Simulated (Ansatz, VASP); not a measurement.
# One calculation of Ga3B2As, two programs

```xyz
6
Lattice="3.0373 0.0000 0.0000 -1.5187 2.6304 0.0000 0.0000 0.0000 11.1102" Properties=species:S:1:pos:R:3 pbc="T T T"
Ga    0.0000    1.7536    6.7249
Ga    0.0000    0.0000    1.6430
Ga    0.0000    0.0000    9.1013
B     0.0000    1.7536   -0.1820
B     1.5187    0.8768   -0.1383
As    0.0000    1.7536    3.9049
```

Alike in both runs: functional PBE; k mesh 6 × 6 × 2; occupations gaussian, width 0.2 eV; no spin polarisation.

Ansatz relaxed the structure, and its values are those at the end. VASP's run is a single point on that final structure, the one shown.

|  | VASP | Ansatz |
| --- | --- | --- |
| version | VASP 6.6.1 | Ansatz 0.2.0 |
| potentials or method | VASP PAW PBE potentials, release 64 (Ga_d, B, As), cutoff 520 eV | scalar-relativistic, plane waves, PAW |
| valence electrons in the cell | 50 | 60 |

|  | VASP | Ansatz | Ansatz less VASP |
| --- | --- | --- | --- |
| gap on the k mesh at the Fermi level (eV) | none | none | - |
| pressure (GPa) | 0.3 | 0.2 | -0.13 |
| rms of the force components (eV/Å) | 0.018 | 0.020 | +0.0011 |

A gap of «none» marks a metal or a gap that the smearing closes. With one functional, cell and mesh, what is left measures potentials, basis and numerics. VASP's potentials hold 50 valence electrons a cell and Ansatz's 60, so a difference there can come from the potentials and not from the codes.

The k mesh is coarse, so the values compare programs but aren't converged.
